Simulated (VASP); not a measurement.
Input of a VASP 6.6.1 run:

The input POSCAR:

```
CaSe
1.0
    0.0000000000      3.2795613703      3.2634915196
    3.2795613703      0.0000000000      3.2634915196
    3.2795613703      3.2795613703      0.0000000000
Ca Se
1 1
Direct
    0.0000000000      0.0000000000      0.0000000000
    0.2500000000      0.2500000000      0.2500000000
```

INCAR.step1

```
ALGO = Normal
EDIFF = 1E-4
ENCUT = 520
GGA = PE
ISMEAR = 0
LASPH = T
LCHARG = F
LREAL = F
LWAVE = T
NBANDS = 15
NELM = 80
PREC = Accurate
SIGMA = 0.01
```

Contents of INCAR.step2:

```
ALGO = Normal
EDIFF = 1E-7
ENCUT = 520
ISIF = 2
ISMEAR = 0
ISTART = 1
LASPH = T
LCHARG = T
LELF = T
LMIXTAU = T
LREAL = F
LVHAR = T
LWAVE = F
METAGGA = R2SCAN
NBANDS = 15
NELM = 80
PREC = Accurate
SIGMA = 0.01
```

The input KPOINTS:

```
k-points
0
Gamma
  6 6 6
```

Potentials or basis: VASP PAW PBE potentials, release 64 (Ca_sv, Se).

The run is started by

```sh
$ cat potpaw_PBE.64/Ca_sv/POTCAR potpaw_PBE.64/Se/POTCAR > POTCAR
$ cp INCAR.step1 INCAR
$ mpirun -np 1 vasp_std > vasp.out
$ cp INCAR.step2 INCAR
$ mpirun -np 1 vasp_std > vasp.out
```

Question: Estimate the band gap on the k mesh.

Answer: 3.70 eV (least direct gap 3.79 eV).

Question: What does it give for the pressure?

Answer: 0.4 GPa.

Caveat: the cell differs from its parent crystal (uniaxial z strain -0.5%); the structure was generated, so it needn't be the stable form of CaSe; the PAW data sets were made with another functional, which shifts forces and pressure a little. A k mesh can miss the band edges.
